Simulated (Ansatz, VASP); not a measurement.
One calculation of CdTe, two programs

Contents of INCAR:

```
  ALGO = Normal
  EDIFF = 1E-6
  EDIFFG = -0.01
  ENCUT = 600
  GGA = PE
  IBRION = 2
  ISIF = 3
  ISMEAR = 0
  LASPH = T
  LCHARG = F
  LREAL = F
  LWAVE = F
  NELM = 80
  NSW = 100
  PREC = Accurate
  SIGMA = 0.1
```

KPOINTS

```
k-points
0
Gamma
  18 18 16
```

The input POSCAR:

```
CdTe
1.0
    4.3239072571      0.0000000000      0.0000000000
   -2.1619536285      3.7446135282      0.0000000000
    0.0000000000      0.0000000000      3.6954606715
Cd Te
1 1
Direct
    0.0000000000      0.0000000000      0.0000000000
    0.6666666667      0.3333333333      0.5000000000
```

Input for Ansatz:

```yaml
crystal:
  lattice:
    - [4.3239072571, 0.0, 0.0]
    - [-2.1619536285, 3.7446135282, 0.0]
    - [0.0, 0.0, 3.6954606715]
  atoms:
    - { symbol: Cd, position: [0.0, 0.0, 0.0] }
    - { symbol: Te, position: [0.6666666667, 0.3333333333, 0.5] }
basis:
  ecutwfc: 420
kpoints:
  mp_grid: { grid: [18, 18, 16] }
hamiltonian:
  xc: pbe
scf:
  occupations: { method: gaussian, width: 0.1 }
output:
  forces: true
  stress: true
  eigenvalues: true
relax:
  adjacent_minimum: "off"
  f_tol: 0.01
  max_steps: 80
  cell: { stress_tol: 0.05 }
```

Change from the starting cell: species swapped into the WC type (P-6m2, No. 187).

Alike in both runs: task relaxation of cell and atoms; functional PBE; k mesh 18 × 18 × 16; occupations gaussian, width 0.1 eV; no spin polarisation.

```csv
,VASP,Ansatz
version,VASP 6.6.1,Ansatz 0.2.0
potentials or method,"VASP PAW PBE potentials, release 64 (Cd, Te), cutoff 600 eV","scalar-relativistic, plane waves, PAW"
valence electrons in the cell,18,36
```

Ansatz gave:

- gap on the k mesh at the Fermi level, each at its own relaxed structure (eV): none
- relaxed volume (Å³/atom): 29.84
- relaxed cell length with the largest relative difference (Å): 3.748

**Question.** Which values does VASP return?

**Answer.** gap on the k mesh at the Fermi level, each at its own relaxed structure (eV): none; relaxed volume (Å³/atom): 29.87; relaxed cell length with the largest relative difference (Å): 3.753.

A gap of «none» marks a metal or a gap that the smearing closes. VASP's potentials hold 18 valence electrons a cell and Ansatz's 36, so a difference there can come from the potentials and not from the codes.

Neither program's run includes spin-orbit coupling.
